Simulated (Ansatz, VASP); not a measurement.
**Se: VASP beside Ansatz**

The input INCAR:

```
SYSTEM = Se
PREC = Accurate ; ENCUT = 520
EDIFF = 1E-8 ; ISMEAR = -1
SIGMA = 0.01 ; LREAL = .False.
LASPH = .True. ; NELM = 60
ALGO = Normal ; ISIF = 2
LWAVE = .False. ; LCHARG = .False.
GGA = PE ; LEFG = .True.
NBANDS = 27
```

File KPOINTS:

```
regular mesh
0
Gamma
  6 6 6
  0 0 0
```

POSCAR

```
Se
1.0
    5.7378098605      3.3127260675      1.4763300000
   -5.7378098605      3.3127260675      1.4763300000
    0.0000000000     -6.6254521351      1.4763300000
Se
6
Direct
    0.2806600000      0.1625100000      0.9181800000
    0.9181800000      0.2806600000      0.1625100000
    0.1625100000      0.9181800000      0.2806600000
    0.7193400000      0.8374900000      0.0818200000
    0.0818200000      0.7193400000      0.8374900000
    0.8374900000      0.0818200000      0.7193400000
```

Input for Ansatz:

```yaml
crystal:
  lattice:
    - [5.7378098605, 3.3127260675, 1.47633]
    - [-5.7378098605, 3.3127260675, 1.47633]
    - [0.0, -6.6254521351, 1.47633]
  atoms:
    - { symbol: Se, position: [0.28066, 0.16251, 0.91818] }
    - { symbol: Se, position: [0.91818, 0.28066, 0.16251] }
    - { symbol: Se, position: [0.16251, 0.91818, 0.28066] }
    - { symbol: Se, position: [0.71934, 0.83749, 0.08182] }
    - { symbol: Se, position: [0.08182, 0.71934, 0.83749] }
    - { symbol: Se, position: [0.83749, 0.08182, 0.71934] }
kpoints:
  mp_grid: { grid: [6, 6, 6] }
scf:
  occupations: { method: fermi_dirac, width: 0.01 }
hamiltonian:
  xc: pbe
  pseudopotentials: { kind: all_electron, datasets: crystal }
output:
  forces: true
  stress: true
  eigenvalues: true
  efg: { contact_densities: true }
```

Change from the starting cell: equal xx and yy strain of +1 %, crystal datasets.

Alike in both runs: task electric field gradients; functional PBE; k mesh 6 × 6 × 6; occupations fermi-dirac, width 0.01 eV; no spin polarisation.

```csv
,VASP,Ansatz
version,VASP 6.6.1,Ansatz 0.2.0
potentials or method,"VASP PAW PBE potentials, release 64 (Se), cutoff 520 eV","all-electron PAW with datasets made for the crystal, scalar-relativistic"
```

Ansatz gave:

```
gap on the k mesh at the Fermi level (eV)                     : 1.11
pressure (GPa)                                                : 1.4
traceless stress, the component that is largest in VASP (GPa) : 0.36
rms of the force components (eV/Å)                            : 0.119
size of Vzz on the site where it differs most (V/Å²)          : 584.8
```

Q: Which values does VASP return?

A: gap on the k mesh at the Fermi level (eV): 1.10; pressure (GPa): 1.5; traceless stress, the component that is largest in VASP (GPa): 0.31; rms of the force components (eV/Å): 0.139; size of Vzz on the site where it differs most (V/Å²): 562.0.

Atom by atom the forces differ by 0.022 eV/Å (rms over components). Ansatz ran all-electron here, and VASP with PAW potentials.
